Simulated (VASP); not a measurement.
Write the native input for VASP 6.6.1 that does the following.

* Task: single point
* Functional: PBEsol
* Dispersion: D3(BJ)
* Potentials or basis: VASP PAW PBE potentials, release 64 (C)
* Cutoff: 520 eV
* k mesh: 15 × 15 × 15
* Occupations: gaussian, width 0.05 eV
* Spin: no spin polarisation
* Dipole correction: no
* Further INCAR settings: ALGO = Normal; EDIFF = 1e-06; NBANDS = 11

The structure of C lies in POSCAR:

```
C
1.0
    1.2291305633      0.7096388616      3.2835658809
   -1.2291305633      0.7096388616      3.2835658809
    0.0000000000     -1.4192777231      3.2835658809
C
2
Direct
    0.1665835217      0.1665835217      0.1665835217
    0.8334164783      0.8334164783      0.8334164783
```

These files were run (other wordings do the same):

INCAR

```
PREC = Accurate ; ENCUT = 520
EDIFF = 1E-6 ; ISMEAR = 0
SIGMA = 0.05 ; LREAL = False
LASPH = True ; NELM = 80
ALGO = Normal ; ISIF = 2
LWAVE = False ; LCHARG = False
GGA = PS ; IVDW = 12
NBANDS = 11
```

KPOINTS

```
Automatic mesh
0
Gamma
  15 15 15
```

Potentials or basis: VASP PAW PBE potentials, release 64 (C).

Run with:

```console
$ cat potpaw_PBE.64/C/POTCAR > POTCAR
$ mpirun -np 1 vasp_std > vasp.out
```

It gave:

```
Pressure                   : 0.7 GPa
Band gap on the k mesh     : 0.75 eV, direct
Dispersion energy per atom : -0.113 eV
```

Caveat: the PAW data sets were made with another functional, which shifts forces and pressure a little.

It took 34 s on 1 thread of Intel(R) Xeon(R) 6975P-C (Granite Rapids), on a shared host, peak memory 0.19 GiB.
